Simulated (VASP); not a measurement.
# O (C2/m) in VASP: notebook, part 2 of 2

VASP 6.6.1.

**3. Single point, PBEsol**

This run uses another cell than the first one, of 16.25 Å³/atom.

Input file INCAR:

```
SYSTEM = O
PREC = Accurate
ENCUT = 520
EDIFF = 1E-7
ISMEAR = -1
SIGMA = 0.05
LREAL = .False.
LASPH = .True.
NELM = 100
ALGO = Normal
ISIF = 2
LWAVE = .False.
LCHARG = .False.
GGA = PS
NBANDS = 13
```

Input file KPOINTS:

```
regular mesh
0
Gamma
  10 10 7
  0 0 0
```

Input file POSCAR:

```
O
1.0
    2.7931946254     -1.6284795617      0.0000000000
    2.7931946254      1.6284795617      0.0000000000
   -2.3456105162      0.0000000000      3.5725996965
O
2
Direct
    0.9745461700      0.9745461700      0.8444259800
    0.0254538300      0.0254538300      0.1555740200
```

Potentials or basis: VASP PAW PBE potentials, release 64 (O).

Launch:

```sh
$ cat potpaw_PBE.64/O/POTCAR > POTCAR
$ mpirun -np 1 vasp_std > vasp.out
```

OUTCAR:

```text
SYSTEM = O
   PREC = Accurate
   ENCUT = 520
   EDIFF = 1E-7
   ISMEAR = -1
   LREAL = .False.
   LASPH = .True.
   NELM = 100
   ISIF = 2
   GGA = PS

 ion  position               nearest neighbor table
   1  0.975  0.975  0.844-   2 1.20
   2  0.025  0.025  0.156-   1 1.20

  LATTYP: Found a base centered monoclinic cell.
 ALAT       =     5.5863892508
 B/A-ratio  =     0.5830168607
 C/A-ratio  =     0.7650377976
 COS(beta)  =    -0.5488350190

  Lattice vectors:

 A1 = (   2.7931946254,  -1.6284795617,   0.0000000000)
 A2 = (   2.7931946254,   1.6284795617,   0.0000000000)
 A3 = (  -2.3456105162,   0.0000000000,   3.5725996965)

Analysis of symmetry for initial positions (statically):
=====================================================================
 Subroutine PRICEL returns:
 Original cell was already a primitive cell.

 Routine SETGRP: Setting up the symmetry group for a
 base centered monoclinic supercell.

 Subroutine GETGRP returns: Found  4 space group operations
 (whereof  4 operations were pure point group operations)
 out of a pool of  4 trial point group operations.

The static configuration has the point symmetry C_2h.

Analysis of symmetry for dynamics (positions and initial velocities):
=====================================================================
 Subroutine PRICEL returns:
 Original cell was already a primitive cell.

 Routine SETGRP: Setting up the symmetry group for a
 base centered monoclinic supercell.

 Subroutine GETGRP returns: Found  4 space group operations
 (whereof  4 operations were pure point group operations)
 out of a pool of  4 trial point group operations.

The dynamic configuration has the point symmetry C_2h.

 Subroutine INISYM returns: Found  4 space group operations
 (whereof  4 operations are pure point group operations),
 and found     1 'primitive' translations

----------------------------------------------------------------------------------------

                                     Primitive cell

  volume of cell :      32.5011

  direct lattice vectors                    reciprocal lattice vectors
     2.793194625 -1.628479562  0.000000000     0.179006502 -0.307034864  0.117527730
     2.793194625  1.628479562  0.000000000     0.179006502  0.307034864  0.117527730
    -2.345610516  0.000000000  3.572599697     0.000000000  0.000000000  0.279908214

  length of vectors
     3.233246340  3.233246340  4.273798929     0.374334747  0.374334747  0.279908214

  position of ions in fractional coordinates (direct lattice)
     0.974546170  0.974546170  0.844425980
     0.025453830  0.025453830  0.155574020

  ion indices of the primitive-cell ions
   primitive index   ion index
                 1           1
                 2           2

----------------------------------------------------------------------------------------

 KPOINTS: regular mesh

Automatic generation of k-mesh.
 Grid dimensions read from file:
 generate k-points for:   10   10    7

 Generating k-lattice:

  Cartesian coordinates                     Fractional coordinates (reciprocal lattice)
     0.017900650 -0.030703486  0.011752773     0.100000000  0.000000000 -0.000000000
     0.017900650  0.030703486  0.011752773     0.000000000  0.100000000 -0.000000000
     0.000000000  0.000000000  0.039986888     0.000000000  0.000000000  0.142857143

  Length of vectors
     0.037433475  0.037433475  0.039986888

  Shift w.r.t. Gamma in fractional coordinates (k-lattice)
     0.000000000  0.000000000  0.000000000

 Subroutine IBZKPT returns following result:
 ===========================================

 Found    196 irreducible k-points:

 Following reciprocal coordinates:
            Coordinates               Weight
  0.000000  0.000000  0.000000      1.000000
  0.100000  0.000000  0.000000      4.000000
  0.200000  0.000000  0.000000      4.000000
  0.300000  0.000000  0.000000      4.000000
  0.400000  0.000000 -0.000000      4.000000
  0.500000  0.000000 -0.000000      2.000000
[... 16 lines left out ...]
  0.300000  0.300000  0.000000      2.000000
  0.400000  0.300000 -0.000000      4.000000
 [... further k-points ...]
   k-points           NKPTS =    196   k-points in BZ     NKDIM =    196   number of bands    NBANDS=     13
   number of dos      NEDOS =    301   number of ions     NIONS =      2
   total plane-waves  NPLWV =  18432
   dimension x,y,z NGX =    24 NGY =   24 NGZ =   32
   dimension x,y,z NGXF=    48 NGYF=   48 NGZF=   64
   ions per type =               2
   NGX,Y,Z   is equivalent  to a cutoff of  12.34, 12.34, 12.45 a.u.
   NGXF,Y,Z  is equivalent  to a cutoff of  24.68, 24.68, 24.90 a.u.
 SYSTEM =  O
   PREC   = accura    normal or accurate (medium, high low for compatibility)
   ISTART =      0    job   : 0-new  1-cont  2-samecut
   ICHARG =      2    charge: 1-file 2-atom 10-const
   ISPIN  =      1    spin polarized calculation?
   LNONCOLLINEAR =      F non collinear calculations
   LSORBIT =      F    spin-orbit coupling
   LASPH  =      T    aspherical Exc in radial PAW
   ENCUT  =  520.0 eV  38.22 Ry    6.18 a.u.   6.01  6.01  7.95*2*pi/ulx,y,z
   NELM   =    100;   NELMIN=  2; NELMDL= -5     # of ELM steps
   EDIFF  = 0.1E-06   stopping-criterion for ELM
   LREAL  =      F    real-space projection
   EDIFFG = 0.1E-05   stopping-criterion for IOM
   NSW    =      0    number of steps for IOM
   IBRION =     -1    ionic relax: 0-MD 1-quasi-New 2-CG
   NFREE  =      0    steps in history (QN), initial steepest desc. (CG)
   ISIF   =      2    stress and relaxation
   ISYM   =      2    0-nonsym 1-usesym 2-fastsym
   POTIM  = 0.5000    time-step for ionic-motion
   TEBEG  =    0.0;   TEEND  =   0.0 temperature during run
   PSTRESS=    0.0 pullay stress
   NELECT =      12.0000    total number of electrons
   NUPDOWN=      -1.0000    fix difference up-down
   EMIN   =  10.00;   EMAX   =-10.00  energy-range for DOS
   EFERMI =   0.00;   METHOD = LEGACY
   ISMEAR =    -1;   SIGMA  =   0.05  broadening in eV -4-tet -1-fermi 0-gaus
   EFERMI_NEDOS =   21; number of points for ismear=-14 and -15
   IALGO  =     38    algorithm
   IMIX   =      4    mixing-type and parameters
     AMIX     =   0.40;   BMIX     =  1.00
     AMIX_MAG =   1.60;   BMIX_MAG =  1.00
  volume/ion in A,a.u.               =      16.25       109.66
  Fermi-wavevector in a.u.,A,eV,Ry     =   1.174454  2.219396 18.767085  1.379342
  Thomas-Fermi vector in A             =   2.310851
   LORBIT       =      0    0 simple, 1 ext, 2 COOP (PROOUT), +10 PAW based schemes
   GGA     = PS    functional components
   LHFCALC =     F    Hartree Fock is set to
   AEXX    =    0.0000 exact exchange contribution
   IVDW    =     0    specifies the selected vdW correction
   LEPSILON=     F    determine dielectric tensor
   LRPA    =     F    only Hartree local field effects (RPA)
 non-spin polarized calculation
  energy-cutoff  :      520.00
  volume of cell :       32.50
 maximum number of plane-waves:       897
   NGX = 13   NGY = 13   NGZ = 15

 number of electron      11.9999998 magnetization

 Free energy of the ion-electron system (eV)
  ---------------------------------------------------
  ext. energy  EPLUGINS =         0.00000000
  ---------------------------------------------------
  free energy    TOTEN  =        -9.49314479 eV

  energy without entropy =       -9.44648512  energy(sigma->0) =       -9.46981495

 E-fermi :  -1.3823     XC(G=0):  -7.8043

 val. band max:       -1.3844437071   @ k =  -0.1000  -0.3000   0.1429
 cond. band min:      -1.3818172471   @ k =  -0.2000   0.4000   0.2857
 fundamental gap:      0.0026264600
 Fermi energy:        -1.3823041205

 k-point     1 :       0.0000    0.0000    0.0000
  band No.  band energies     occupation
      1     -28.6566      2.00000
      2     -15.0233      2.00000
      3      -9.5471      2.00000
      4      -8.0718      2.00000
      5      -8.0305      2.00000
      6      -1.4914      1.79729
      7      -1.1715      0.02911
      8       5.3377      0.00000
      9       9.8271      0.00000
     10      12.9682      0.00000
     11      14.2634      0.00000
     12      16.8327      0.00000
     13      17.9402      0.00000
[... 353 lines left out ...]
 k-point    24 :       0.4000    0.3000   -0.0000
  band No.  band energies     occupation
      1     -28.5345      2.00000
      2     -15.2226      2.00000
      3      -9.3026      2.00000
      4      -8.5685      2.00000
      5      -8.3860      2.00000
      6      -1.3903      1.08026
      7      -1.0615      0.00326
      8       7.8928      0.00000
      9       9.6738      0.00000
     10      10.3110      0.00000
     11      12.0412      0.00000
     12      14.3966      0.00000
     13      16.8592      0.00000

 [... further k-points ...]
[... 5 lines left out ...]
  --------------------------------------------------------------------------------------
  -------------------------------------------------------------------------------------
  Total        0.3077110     -0.9038758      1.9414160      0.0000000      0.0000000     -0.8337237
  in kB       15.1689598    -44.5575702     95.7042711      0.0000000      0.0000000    -41.0993407
  external PRESSURE =      22.1052202 kB  Pullay stress =       0.0000000 kB

 VOLUME and BASIS-vectors are now :
 -----------------------------------------------------------------------------
  energy-cutoff  :      520.00
  volume of cell :       32.50
      direct lattice vectors                 reciprocal lattice vectors
     2.793194625 -1.628479562  0.000000000     0.179006502 -0.307034864  0.117527730
     2.793194625  1.628479562  0.000000000     0.179006502  0.307034864  0.117527730
    -2.345610516  0.000000000  3.572599697     0.000000000  0.000000000  0.279908214

 POSITION                                       TOTAL-FORCE (eV/Angst)
 -----------------------------------------------------------------------------------
      3.46350      0.00000      3.01680         0.759437      0.000000     -2.378037
     -0.22272      0.00000      0.55580        -0.759437      0.000000      2.378037
 -----------------------------------------------------------------------------------
    total drift:                                0.000000     -0.000000      0.000000

  FREE ENERGIE OF THE ION-ELECTRON SYSTEM (eV)
  ---------------------------------------------------
  free  energy   TOTEN  =        -9.4931447888 eV

  energy  without entropy=       -9.4464851169  energy(sigma->0) =       -9.46981495
```

Run time: 66 s. Hardware: 1 thread of Intel Xeon 8259CL, shared host; peak memory 0.19 GiB.

Results:

```
Free energy            : -9.4931 eV
Pressure               : 2.2 GPa
Largest force          : 2.496 eV/Å
Band gap on the k mesh : zero (bands 6 and 7 overlap by 0.31 eV)
```

Forces on the atoms (eV/Å):
```
O    0.759  0.000 -2.378
O   -0.759  0.000  2.378
```

Levels at points of the mesh, in eV from the Fermi level:
```
           k point  band 4  band 5  band 6  band 7  band 8  band 9
(0.00, 0.00, 0.00)   -6.69   -6.65   -0.11    0.21    6.72   11.21
(0.50, 0.00, 0.00)   -7.58   -6.83   -0.32    0.15    9.95   11.32
(0.50, 0.50, 0.00)   -7.33   -7.07   -0.03    0.42   10.35   10.52
```

Caveat: the standard files for N, O and F lose accuracy on very short bonds; spin is off for a triplet molecule; this functional lacks dispersion, which holds the molecules together, so the pressure and a relaxed volume are unreliable; the PAW data sets were made with another functional, which shifts forces and pressure a little.

**4. Single point, PBEsol**

This run uses another cell than the first one, of 16.60 Å³/atom.

Input file INCAR:

```
PREC     = Accurate       # precision mode
ENCUT    = 520            # plane-wave cutoff, eV
EDIFF    = 1E-6           # SCF threshold, eV
ISMEAR   = -1             # smearing method
SIGMA    = 0.05           # smearing width, eV
LREAL    = False          # projectors in reciprocal space
LASPH    = True           # aspherical terms in the spheres
NELM     = 80             # most SCF steps
ALGO     = Normal         # electronic algorithm
ISIF     = 2              # what is computed and relaxed
LWAVE    = False          # write WAVECAR
LCHARG   = True           # write CHGCAR
GGA      = PS             # functional
LELF     = True           # ELF
LVHAR    = True         
NBANDS   = 13             # bands
```

Input file KPOINTS:

```
Automatic mesh
0
Gamma
  10 10 7
```

Input file POSCAR:

```
O
1.0
    2.8128656582     -1.6399481055      0.0000000000
    2.8128656582      1.6399481055      0.0000000000
   -2.3621294444      0.0000000000      3.5977596782
O
2
Direct
    0.9745461700      0.9745461700      0.8444259800
    0.0254538300      0.0254538300      0.1555740200
```

Potentials or basis: VASP PAW PBE potentials, release 64 (O).

Launch:

```sh
$ cat potpaw_PBE.64/O/POTCAR > POTCAR
$ mpirun -np 1 vasp_std > vasp.out
```

OUTCAR:

```text
PREC = Accurate
   ENCUT = 520
   EDIFF = 1E-6
   ISMEAR = -1
   LREAL = False
   LASPH = True
   NELM = 80
   ISIF = 2
   GGA = PS

 ion  position               nearest neighbor table
   1  0.975  0.975  0.844-   2 1.21
   2  0.025  0.025  0.156-   1 1.21

  LATTYP: Found a base centered monoclinic cell.
 ALAT       =     5.6257313164
 B/A-ratio  =     0.5830168607
 C/A-ratio  =     0.7650377976
 COS(beta)  =    -0.5488350190

  Lattice vectors:

 A1 = (   2.8128656582,  -1.6399481055,   0.0000000000)
 A2 = (   2.8128656582,   1.6399481055,   0.0000000000)
 A3 = (  -2.3621294444,   0.0000000000,   3.5977596782)

Analysis of symmetry for initial positions (statically):
=====================================================================
 Subroutine PRICEL returns:
 Original cell was already a primitive cell.

 Routine SETGRP: Setting up the symmetry group for a
 base centered monoclinic supercell.

 Subroutine GETGRP returns: Found  4 space group operations
 (whereof  4 operations were pure point group operations)
 out of a pool of  4 trial point group operations.

[... 165 lines left out ...]
 fundamental gap:      0.0026032438
 Fermi energy:        -1.5398566192

 k-point     1 :       0.0000    0.0000    0.0000
  band No.  band energies     occupation
      1     -28.5457      2.00000
      2     -15.1901      2.00000
      3      -9.5806      2.00000
      4      -8.0936      2.00000
      5      -8.0539      2.00000
      6      -1.6445      1.78047
      7      -1.3383      0.03492
      8       5.1568      0.00000
      9       9.3981      0.00000
     10      12.7565      0.00000
     11      14.0124      0.00000
     12      16.6086      0.00000
     13      17.6897      0.00000
[... 354 lines left out ...]
  band No.  band energies     occupation
      1     -28.4282      2.00000
      2     -15.3775      2.00000
      3      -9.3124      2.00000
      4      -8.6135      2.00000
      5      -8.4025      2.00000
      6      -1.5460      1.06182
      7      -1.2317      0.00420
      8       7.6916      0.00000
      9       9.2779      0.00000
     10      10.1332      0.00000
     11      11.8475      0.00000
     12      14.1275      0.00000
     13      16.5943      0.00000

 [... further k-points ...]
[... 5 lines left out ...]
  --------------------------------------------------------------------------------------
  -------------------------------------------------------------------------------------
  Total        0.1778440     -0.8821432      1.1886507      0.0000000      0.0000000     -0.5400910
  in kB        8.5843732    -42.5802716     57.3751155      0.0000000      0.0000000    -26.0697167
  external PRESSURE =       7.7930724 kB  Pullay stress =       0.0000000 kB

 VOLUME and BASIS-vectors are now :
 -----------------------------------------------------------------------------
  energy-cutoff  :      520.00
  volume of cell :       33.19
      direct lattice vectors                 reciprocal lattice vectors
     2.812865658 -1.639948106  0.000000000     0.177754668 -0.304887696  0.116705831
     2.812865658  1.639948106  0.000000000     0.177754668  0.304887696  0.116705831
    -2.362129444  0.000000000  3.597759678     0.000000000  0.000000000  0.277950750

 POSITION                                       TOTAL-FORCE (eV/Angst)
 -----------------------------------------------------------------------------------
      3.48789      0.00000      3.03804         0.487968      0.000000     -1.679906
     -0.22429      0.00000      0.55972        -0.487968      0.000000      1.679906
 -----------------------------------------------------------------------------------
    total drift:                                0.000000     -0.000000      0.000000

  FREE ENERGIE OF THE ION-ELECTRON SYSTEM (eV)
  ---------------------------------------------------
  free  energy   TOTEN  =        -9.5010395592 eV

  energy  without entropy=       -9.4524422705  energy(sigma->0) =       -9.47674091
```

OSZICAR:

```text
N       E                     dE             d eps       ncg     rms          rms(c)
DAV:   1     0.403893256791E+02    0.40389E+02   -0.60177E+03  5136   0.817E+02
DAV:   2    -0.803842531465E+01   -0.48428E+02   -0.46834E+02  6686   0.176E+02
DAV:   3    -0.978194740797E+01   -0.17435E+01   -0.17041E+01  5829   0.314E+01
DAV:   4    -0.978882628633E+01   -0.68789E-02   -0.68763E-02  5871   0.236E+00
DAV:   5    -0.978885829474E+01   -0.32008E-04   -0.32008E-04  5789   0.154E-01    0.441E+00
DAV:   6    -0.955453904919E+01    0.23432E+00   -0.18439E-01  5651   0.402E+00    0.234E+00
DAV:   7    -0.949882793116E+01    0.55711E-01   -0.17414E-01  5726   0.382E+00    0.452E-01
DAV:   8    -0.950078251464E+01   -0.19546E-02   -0.17114E-02  5241   0.100E+00    0.163E-01
DAV:   9    -0.950101682801E+01   -0.23431E-03   -0.28115E-04  5994   0.162E-01    0.283E-02
DAV:  10    -0.950103535423E+01   -0.18526E-04   -0.56465E-05  5696   0.627E-02    0.151E-02
DAV:  11    -0.950103912421E+01   -0.37700E-05   -0.63884E-06  5626   0.245E-02    0.265E-03
DAV:  12    -0.950103955922E+01   -0.43501E-06   -0.12847E-06  5661   0.950E-03
   1 F= -.95010396E+01 E0= -.94767409E+01  d E =-.485973E-01
```

stdout:

```text
POSCAR found type information on POSCAR O
 POSCAR found :  1 types and       2 ions
 scaLAPACK will be used
 -----------------------------------------------------------------------------
|                                                                             |
|                                                                             |
|     You enforced a specific xc type in the INCAR file but a different       |
|     I HOPE YOU KNOW WHAT YOU ARE DOING!                                     |
|                                                                             |
 -----------------------------------------------------------------------------

 LDA part: xc-table for (Slater+PW92), standard interpolation
 POSCAR, INCAR and KPOINTS ok, starting setup
 FFT: planning ... GRIDC
 FFT: planning ... GRID_SOFT
 FFT: planning ... GRID
 WAVECAR not read
 entering main loop
```

Wall time 60 s (1 thread of Intel Xeon 8259CL, shared host); peak memory 0.19 GiB.

Results:

- Free energy: -9.5010 eV
- Pressure: 0.8 GPa
- Largest force: 1.749 eV/Å
- Band gap on the k mesh: zero (bands 6 and 7 overlap by 0.30 eV)

Forces in eV/Å, atoms in the order of the input:
```
O    0.488  0.000 -1.680
O   -0.488  0.000  1.680
```

Stress tensor (GPa, compression positive):
```
 0.86  0.00 -2.61
 0.00 -4.26  0.00
-2.61  0.00  5.74
```

Caveat: the standard files for N, O and F lose accuracy on very short bonds; spin is off for a triplet molecule; this functional lacks dispersion, which holds the molecules together, so the pressure and a relaxed volume are unreliable; the PAW data sets were made with another functional, which shifts forces and pressure a little.

**5. Overview**

```tsv
cell	k mesh	gap on the mesh (eV)	pressure (GPa)	largest force (eV/Å)
a = 3.301, b = 3.301, c = 4.363 Å, angles 118.3, 118.3, 60.5°, 2 atoms	8 × 8 × 6	none	-1.7	0.43
a = 3.233, b = 3.233, c = 4.274 Å, angles 118.3, 118.3, 60.5°, 2 atoms	10 × 10 × 7	none	2.2	2.50
a = 3.256, b = 3.256, c = 4.304 Å, angles 118.3, 118.3, 60.5°, 2 atoms	10 × 10 × 7	none	0.8	1.75
```

Alike in all rows: task single point; level PBEsol; potentials or basis VASP PAW PBE potentials, release 64 (O); no spin polarisation; cutoff (eV) 520; smearing fermi-dirac 0.05 eV.

Caveats: the standard files for N, O and F lose accuracy on very short bonds; spin is off for a triplet molecule; this functional lacks dispersion, which holds the molecules together, so the pressure and a relaxed volume are unreliable; the PAW data sets were made with another functional, which shifts forces and pressure a little.

Absolute energies hang on the potentials; compare differences alone.
